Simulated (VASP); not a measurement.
Input of a VASP 6.6.1 run:

File INCAR:

```
SYSTEM = LaPd2
PREC = Accurate
ENCUT = 520
EDIFF = 1E-6
ISMEAR = -1
SIGMA = 0.05
LREAL = .FALSE.
LASPH = .TRUE.
NELM = 80
ALGO = Normal
ISIF = 2
LWAVE = .FALSE.
LCHARG = .FALSE.
GGA = PE
NBANDS = 22
```

KPOINTS

```
Automatic mesh
0
G
  9 9 9
  0 0 0
```

The input POSCAR:

```
LaPd2
1.0
   -1.9985861751      1.9985861751      4.4669722306
    1.9985861751     -1.9985861751      4.4669722306
    1.9985861751      1.9985861751     -4.4669722306
La Pd
1 2
Direct
    0.0000000000      0.0000000000      0.0000000000
    0.2500000000      0.7500000000      0.5000000000
    0.7500000000      0.2500000000      0.5000000000
```

Potentials or basis: VASP PAW PBE potentials, release 64 (La, Pd).

The run is started by

```sh
$ cat potpaw_PBE.64/La/POTCAR potpaw_PBE.64/Pd/POTCAR > POTCAR
$ mpirun -np 1 vasp_std > vasp.out
```

Task: Estimate the pressure.

Result: -0.1 GPa.
